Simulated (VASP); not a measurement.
The system is Li.

```
Li
1.0
    -1.75465    1.75465    1.75465
     1.75465   -1.75465    1.75465
     1.75465    1.75465   -1.75465
Li
1
Direct
  0.00000 0.00000 0.00000
```

| Quantity | Value |
| --- | --- |
| Program | VASP 6.6.1 |
| Task | relaxation of cell and atoms |
| Functional | LDA |
| Potentials or basis | VASP PAW LDA potentials, release 64 (Li_sv) |
| Cutoff | 600 eV |
| k mesh | 10 × 10 × 10 |
| Occupations | methfessel-paxton, width 0.1 eV |
| Spin | no spin polarisation |

At the start: pressure -1.6 GPa; volume 21.61 Å³/atom.

Where does the relaxation end?

Over 4 steps the energy falls by 16.0 meV/atom and the volume is 18.77 Å³/atom (-13.1 %); space group Im-3m (No. 229, to 0.1 Å) before and after.

Step by step:
| step | energy change (eV) | largest force (eV/Å) | pressure (GPa) | volume (Å³) |
| --- | --- | --- | --- | --- |
| 1 | 0.0000 | 0.0000 | -1.64 | 21.61 |
| 2 | -0.0064 | 0.0000 | -1.35 | 20.93 |
| 3 | -0.0158 | 0.0000 | -0.24 | 19.12 |
| 4 | -0.0160 | 0.0000 | 0.03 | 18.77 |

Final structure:
```cif
data_structure
_symmetry_space_group_name_H-M 'P 1'
_symmetry_Int_Tables_number 1
_cell_length_a 2.8997
_cell_length_b 2.8997
_cell_length_c 2.8997
_cell_angle_alpha 109.471
_cell_angle_beta 109.471
_cell_angle_gamma 109.471
_cell_volume 18.77
loop_
_atom_site_label
_atom_site_type_symbol
_atom_site_fract_x
_atom_site_fract_y
_atom_site_fract_z
_atom_site_occupancy
Li1 Li 0.00000 0.00000 0.00000 1
```

Caveat: the cutoff is under 1.25 times the usual one of these potentials, so pressure, stress and relaxed cells hold a basis-set (Pulay) error.
